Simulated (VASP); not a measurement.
Here is a VASP 6.6.1 calculation.

File INCAR:

```
SYSTEM = CuO
PREC = Accurate
ENCUT = 520
EDIFF = 1E-6
ISMEAR = -1
SIGMA = 0.1
LREAL = .False.
LASPH = .True.
NELM = 150
ALGO = Normal
ISIF = 2
LWAVE = .False.
LCHARG = .False.
ISPIN = 2
MAGMOM = 0 0 1 0
LORBIT = 11
LMAXMIX = 4
LDAU = .True.
LDAUTYPE = 2
LDAUL = -1 2
LDAUU = 0 4
LDAUJ = 0 0
LDAUPRINT = 1
GGA = PE
NBANDS = 29
```

The input KPOINTS:

```
Automatic mesh
0
Gamma
  7 7 4
  0 0 0
```

Contents of POSCAR:

```
CuO
1.0
    2.3415000000     -1.7101500000      0.0000000000
    2.3415000000      1.7101500000      0.0000000000
   -0.8640400000      0.0000000000      5.0511300000
O Cu
2 2
Direct
    0.5830000000      0.4170000000      0.2500000000
    0.4170000000      0.5830000000      0.7500000000
    0.0000000000      0.5000000000      0.0000000000
    0.5000000000      0.0000000000      0.5000000000
```

Potentials or basis: VASP PAW PBE potentials, release 64 (O, Cu).

Command:

```sh
$ cat potpaw_PBE.64/O/POTCAR potpaw_PBE.64/Cu/POTCAR > POTCAR
$ mpirun -np 1 vasp_std > vasp.out
```

Problem. What does it give for the site moments?

Solution. O +0.00; Cu +0.57, -0.57 μB.

Problem. What does it give for the largest force?

Solution. 0.046 eV/Å.

Problem. What does it give for the band gap on the k mesh?

Solution. 0.60 eV, indirect (least direct gap 0.88 eV).

Stress tensor (GPa, compression positive):
```
 3.72  0.01 -0.08
 0.01  4.57  0.00
-0.08  0.00  4.62
```

A k mesh can miss the band edges.
